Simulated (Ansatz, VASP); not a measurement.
**TaN: VASP beside Ansatz**

Contents of INCAR:

```
PREC = Accurate ; ENCUT = 520
EDIFF = 1E-6 ; ISMEAR = 0
SIGMA = 0.015 ; LREAL = False
LASPH = True ; NELM = 80
ALGO = Normal ; ISIF = 2
LWAVE = False ; LCHARG = False
GGA = PE ; NBANDS = 15
```

Contents of KPOINTS:

```
Automatic mesh
0
Gamma
  10 10 10
```

POSCAR

```
TaN
1.0
    0.0000000000      2.2113230000      2.2113230000
    2.2113230000      0.0000000000      2.2113230000
    2.2113230000      2.2113230000      0.0000000000
Ta N
1 1
Direct
    0.5000000000      0.5000000000      0.5000000000
    0.0000000000      0.0000000000      0.0000000000
```

input.yaml

```yaml
crystal:
  lattice:
    - [0.0, 2.211323, 2.211323]
    - [2.211323, 0.0, 2.211323]
    - [2.211323, 2.211323, 0.0]
  atoms:
    - { symbol: Ta, position: [0.5, 0.5, 0.5] }
    - { symbol: "N", position: [0.0, 0.0, 0.0] }
kpoints:
  mp_grid: { grid: [10, 10, 10] }
scf:
  occupations: { method: gaussian, width: 0.015 }
hamiltonian:
  xc: pbe
  pseudopotentials: { kind: all_electron, lapw: { basis_error: 0.001 } }
output:
  forces: true
  stress: true
  eigenvalues: true
```

Alike in both runs: task single point; functional PBE; k mesh 10 × 10 × 10; occupations gaussian, width 0.015 eV; no spin polarisation.

```csv
,VASP,Ansatz
version,VASP 6.6.1,Ansatz 0.2.0
potentials or method,"VASP PAW PBE potentials, release 64 (Ta_pv, N), cutoff 520 eV","all-electron LAPW, scalar-relativistic"
```

```tsv
	VASP	Ansatz	Ansatz less VASP
gap on the k mesh at the Fermi level (eV)	none	none	-
pressure (GPa)	-0.6	-1.2	-0.62
```

A gap of «none» marks a metal or a gap that the smearing closes. Ansatz ran all-electron here, and VASP with PAW potentials.

Neither program's run includes spin-orbit coupling.
